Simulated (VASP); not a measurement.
Input of a VASP 6.6.1 run:

Contents of INCAR:

```
ALGO = Fast
EDIFF = 1E-6
ENCUT = 520
GGA = PE
ISIF = 2
ISMEAR = 0
LASPH = T
LCHARG = F
LREAL = F
LWAVE = F
NBANDS = 18
NELM = 80
PREC = Accurate
SIGMA = 0.15
```

Contents of KPOINTS:

```
k-points
0
Gamma
  20 20 20
```

The input POSCAR:

```
Si2Mo
1.0
   -1.6084236970      1.6084236970      3.9365099589
    1.6084236970     -1.6084236970      3.9365099589
    1.6084236970      1.6084236970     -3.9365099589
Si Mo
2 1
Direct
    0.3515851540      0.3515851540      0.0329720388
    0.6813868848      0.6813868848      0.0329720388
   -0.0096510652     -0.0096510652     -0.0193021305
```

Potentials or basis: VASP PAW PBE potentials, release 64 (Si, Mo_sv).

Command:

```bash
$ cat potpaw_PBE.64/Si/POTCAR potpaw_PBE.64/Mo_sv/POTCAR > POTCAR
$ mpirun -np 1 vasp_std > vasp.out
```

(1) Predict the band gap on the k mesh.

(2) Predict the largest force.

(3) Predict the pressure.

Answers

(1) zero (bands 11 and 12 overlap by 0.77 eV).

(2) 1.151 eV/Å.

(3) 1.1 GPa.

Caveat: the cell differs from its parent crystal (atoms displaced along a vibrational mode); forces of over 1 eV/Å act on the atoms, so gaps and moduli don't describe the material at rest.
